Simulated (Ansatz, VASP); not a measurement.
## One calculation of TaN, two programs

INCAR

```
SYSTEM = TaN
PREC     = Accurate       ! precision mode
ENCUT    = 520            ! plane-wave cutoff, eV
EDIFF    = 1E-6           ! SCF threshold, eV
ISMEAR   = -1             ! smearing method
SIGMA    = 0.01           ! smearing width, eV
LREAL    = .False.        ! projectors in reciprocal space
LASPH    = .True.         ! aspherical terms in the spheres
NELM     = 100            ! most SCF steps
ALGO     = Normal         ! electronic algorithm
ISIF     = 2              ! what is computed and relaxed
LWAVE    = .False.        ! write WAVECAR
LCHARG   = .False.        ! write CHGCAR
GGA      = PS             ! functional
NBANDS   = 24             ! bands
```

The input KPOINTS:

```
Automatic mesh
0
Gamma
  9 9 5
  0 0 0
```

POSCAR

```
TaN
1.0
    3.1077819002      0.0000000000      0.0000000000
   -1.5538909501      2.6914180749      0.0000000000
    0.0000000000      0.0000000000      5.0144558607
Ta N
2 2
Direct
    0.0000000000      0.0000000000      0.0000000000
    0.0000000000      0.0000000000      0.5000000000
    0.3333333333      0.6666666667      0.2500000000
    0.6666666667      0.3333333333      0.7500000000
```

Input for Ansatz:

```yaml
crystal:
  lattice:
    - [3.1077819002, 0.0, 0.0]
    - [-1.5538909501, 2.6914180749, 0.0]
    - [0.0, 0.0, 5.0144558607]
  atoms:
    - { symbol: Ta, position: [0.0, 0.0, 0.0] }
    - { symbol: Ta, position: [0.0, 0.0, 0.5] }
    - { symbol: "N", position: [0.3333333333, 0.6666666667, 0.25] }
    - { symbol: "N", position: [0.6666666667, 0.3333333333, 0.75] }
kpoints:
  mp_grid: { grid: [9, 9, 5] }
  band_path:
    path:
      - [0.0, 0.0, 0.0]
      - [0.5, 0.0, 0.0]
      - [0.3333333333, 0.3333333333, 0.0]
      - [0.0, 0.0, 0.0]
      - [0.0, 0.0, 0.5]
      - [0.5, 0.0, 0.5]
      - [0.3333333333, 0.3333333333, 0.5]
      - [0.0, 0.0, 0.5]
      - [0.5, 0.0, 0.5]
    npoints: 5
scf:
  occupations: { method: fermi_dirac, width: 0.01 }
hamiltonian:
  xc: pbesol
  pseudopotentials: { kind: all_electron, lapw: { basis_error: 0.0005 } }
output:
  forces: true
  stress: true
  eigenvalues: true
```

Change from the starting cell: volume scaled by 1.06.

Alike in both runs: task single point; functional PBEsol; k mesh 9 × 9 × 5; occupations fermi-dirac, width 0.01 eV; no spin polarisation.

|  | VASP | Ansatz |
| --- | --- | --- |
| version | VASP 6.6.1 | Ansatz 0.2.0 |
| potentials or method | VASP PAW PBE potentials, release 64 (Ta_pv, N), cutoff 520 eV | all-electron LAPW, scalar-relativistic |

VASP gave:

- pressure (GPa): 22.7
- traceless stress, the component that is largest in VASP (GPa): 46.62

Estimate Ansatz's values.

pressure (GPa): 21.3; traceless stress, the component that is largest in VASP (GPa): 46.20.

VASP's potentials were made for PBE, not for PBEsol. Ansatz ran all-electron here, and VASP with PAW potentials.

Spin-orbit coupling is off throughout.
